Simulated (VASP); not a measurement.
A run of VASP 6.6.1 is set up as follows.

Contents of INCAR:

```
ALGO = Normal ; EDIFF = 1E-6
ENCUT = 520 ; GGA = PS
ISIF = 2 ; ISMEAR = 0
ISPIN = 2 ; LASPH = T
LCHARG = F ; LMAXMIX = 4
LORBIT = 11 ; LREAL = F
LWAVE = F ; MAGMOM = 0.72 0.72 0.72
NBANDS = 26 ; NELM = 150
PREC = Accurate ; SIGMA = 0.1
```

KPOINTS

```
k-points
0
Gamma
  18 18 7
```

File POSCAR:

```
Ni
1.0
    2.4481579255      0.0000000000      0.0000000000
   -1.2240789627      2.1201669560      0.0000000000
    0.0000000000      0.0000000000      5.9997667477
Ni
3
Direct
    0.0000000000      0.0000000000      0.0000000000
    0.3333333333      0.6666666667      0.3333333333
    0.6666666667      0.3333333333      0.6666666667
```

Potentials or basis: VASP PAW PBE potentials, release 64 (Ni).

Command:

```console
$ cat potpaw_PBE.64/Ni/POTCAR > POTCAR
$ mpirun -np 1 vasp_std > vasp.out
```

Task: Predict the pressure.

Result: -0.1 GPa.

Task: Predict the net moment.

Result: 1.84 μB per cell.

Task: What does it give for the site moments?

Result: Ni +0.62 μB.

Caveat: the PAW data sets were made with another functional, which shifts forces and pressure a little.
